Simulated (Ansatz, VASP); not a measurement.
Si8O: VASP beside Ansatz

INCAR

```
ALGO = Normal ; DIPOL = 0.5 0.5 0.313
EDIFF = 1E-6 ; ENCUT = 520
GGA = PE ; IDIPOL = 3
ISIF = 2 ; ISMEAR = 0
ISPIN = 2 ; IVDW = 12
LASPH = True ; LCHARG = False
LDIPOL = True ; LORBIT = 11
LREAL = False ; LWAVE = False
MAGMOM = 0 0 0 0 0 0 0 0 2 ; NBANDS = 33
NELM = 150 ; PREC = Accurate
SIGMA = 0.05
```

KPOINTS

```
k-points
0
Gamma
  7 4 1
```

File POSCAR:

```
Si8O
1.0
    3.8155170209      0.0000000000      0.0000000000
    0.0000000000      6.3129357835      0.0000000000
    0.0000000000      0.0000000000     21.3318711348
Si O
8 1
Direct
    0.0000000000      0.9369021389      0.1875128522
    0.0000000000      0.5630978611      0.1875128522
    0.5000000000      0.4369021389      0.2391466205
    0.5000000000      0.0630978611      0.2391466205
    0.5000000000      0.9332664455      0.3430438269
    0.5000000000      0.5667335545      0.3430438269
    0.0000000000      0.4266292811      0.3858954089
    0.0000000000      0.0733707189      0.3858954089
    0.0000000000      0.7599626144      0.5030909416
```

Input for Ansatz:

```yaml
crystal:
  lattice:
    - [3.8155170209, 0.0, 0.0]
    - [0.0, 6.3129357835, 0.0]
    - [0.0, 0.0, 21.3318711348]
  atoms:
    - { symbol: Si, position: [0.0, 0.9369021389, 0.1875128522] }
    - { symbol: Si, position: [0.0, 0.5630978611, 0.1875128522] }
    - { symbol: Si, position: [0.5, 0.4369021389, 0.2391466205] }
    - { symbol: Si, position: [0.5, 0.0630978611, 0.2391466205] }
    - { symbol: Si, position: [0.5, 0.9332664455, 0.3430438269] }
    - { symbol: Si, position: [0.5, 0.5667335545, 0.3430438269] }
    - { symbol: Si, position: [0.0, 0.4266292811, 0.3858954089] }
    - { symbol: Si, position: [0.0, 0.0733707189, 0.3858954089] }
    - { symbol: O, position: [0.0, 0.7599626144, 0.5030909416], spin: 2.0 }
basis:
  ecutwfc: 420
kpoints:
  mp_grid: { grid: [7, 4, 1] }
hamiltonian:
  xc: pbe
  pseudopotentials: { kind: paw, azcp: { folder: soft_1 } }
  dispersion: d3bj
scf:
  occupations: { method: gaussian, width: 0.05 }
output:
  forces: true
  eigenvalues: true
  populations: true
magnetization:
  spin_polarized: true
efield:
  axis: 3
  dipole_correction: true
  ramp_width: 0.04
```

Alike in both runs: task single point; functional PBE; dispersion D3(BJ); k mesh 7 × 4 × 1; occupations gaussian, width 0.05 eV; collinear spin.

|  | VASP | Ansatz |
| --- | --- | --- |
| version | VASP 6.6.1 | Ansatz 0.2.0 |
| potentials or method | VASP PAW PBE potentials, release 64 (Si, O), cutoff 520 eV | scalar-relativistic, plane waves, PAW |
| valence electrons in the cell | 38 | 38 |

VASP gave:

```
gap on the k mesh at the Fermi level (eV)                     : none
rms of the force components (eV/Å)                            : 0.453
net moment per atom (μB)                                      : 0.17
size of the moment on the site where the two differ most (μB) : 1.26
```

Task: Estimate Ansatz's values.

Result: gap on the k mesh at the Fermi level (eV): none; rms of the force components (eV/Å): 0.454; net moment per atom (μB): 0.17; size of the moment on the site where the two differ most (μB): 1.58.

Site moments also hang on the region over which each program counts them. Atom by atom the forces differ by 0.002 eV/Å (rms over components). A gap of «none» marks a metal or a gap that the smearing closes.
